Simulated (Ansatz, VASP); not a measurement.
**Sb: VASP beside Ansatz**

```
Sb
1.0
    -1.85290    1.85290    1.90877
     1.85290   -1.85290    1.90877
     1.85290    1.85290   -1.90877
Sb
1
Direct
  0.00000 0.00000 0.00000
```

Alike in both runs: task single point; functional PBEsol; k mesh 15 × 15 × 15; occupations gaussian, width 0.02 eV; no spin polarisation.

|  | VASP | Ansatz |
| --- | --- | --- |
| version | VASP 6.6.1 | Ansatz 0.2.0 |
| potentials or method | VASP PAW PBE potentials, release 64 (Sb), cutoff 520 eV | scalar-relativistic, plane waves, PAW |
| valence electrons in the cell | 5 | 15 |

```csv
,VASP,Ansatz,Ansatz less VASP
pressure (GPa),-1.0,-1.0,0.00
"traceless stress, the component that is largest in VASP (GPa)",-0.85,-0.83,+0.016
```

VASP's potentials were made for PBE, not for PBEsol. VASP's potentials hold 5 valence electrons a cell and Ansatz's 15, so a difference there can come from the potentials and not from the codes. Ansatz's warnings: stress scf threshold loose.

Spin-orbit coupling is off throughout.
